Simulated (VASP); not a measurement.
Runs of VASP 6.6.1 on SrO. The structure is that of space group I4/mmm (No. 139), or close to it. The cells are those of the table. 

| cell | gap on the mesh (eV) | pressure (GPa) |
| --- | --- | --- |
| a = 3.782, b = 3.782, c = 3.925 Å, angles 58.7, 58.7, 62.5°, 2 atoms | 3.40 | -8.5 |
| a = 3.568, b = 3.568, c = 3.780 Å, angles 58.0, 58.0, 64.0°, 2 atoms | 3.00 | 6.0 |
| a = 3.646, b = 3.646, c = 3.925 Å, angles 57.4, 57.4, 65.1°, 2 atoms | 2.91 | (b) |
| a = 3.853, b = 3.853, c = 3.925 Å, angles 59.4, 59.4, 61.2°, 2 atoms | 3.31 | -10.9 |
| a = 3.562, b = 3.562, c = 3.634 Å, angles 59.3, 59.3, 61.3°, 2 atoms | 3.48 | 6.6 |
| a = 3.713, b = 3.713, c = 3.925 Å, angles 58.1, 58.1, 63.8°, 2 atoms | 3.24 | -4.8 |
| a = 3.637, b = 3.637, c = 3.780 Å, angles 58.7, 58.7, 62.6°, 2 atoms | 3.35 | -0.4 |
| a = 3.782, b = 3.782, c = 3.634 Å, angles 61.3, 61.3, 57.4°, 2 atoms | (c) | -3.9 |
| a = 3.713, b = 3.713, c = 3.489 Å, angles 62.0, 62.0, 56.0°, 2 atoms | 3.54 | 5.2 |
| a = 3.708, b = 3.708, c = 3.780 Å, angles 59.4, 59.4, 61.3°, 2 atoms | (a) | (d) |

Alike in all rows: task single point; level r2SCAN; potentials or basis VASP PAW PBE potentials, release 64 (Sr_sv, O); no spin polarisation; k mesh 8 × 8 × 8; cutoff (eV) 520; smearing gaussian 0.05 eV.

Estimate the missing entries.

(a) 3.59; (b) 0.9; (c) 3.65; (d) -4.7.

Caveats: the PAW data sets were made with another functional, which shifts forces and pressure a little; the cell stands under tension (at least some runs); the cell stands under pressure (at least some runs).

A k mesh can miss the band edges, and the runs leave out spin-orbit coupling on Sr.
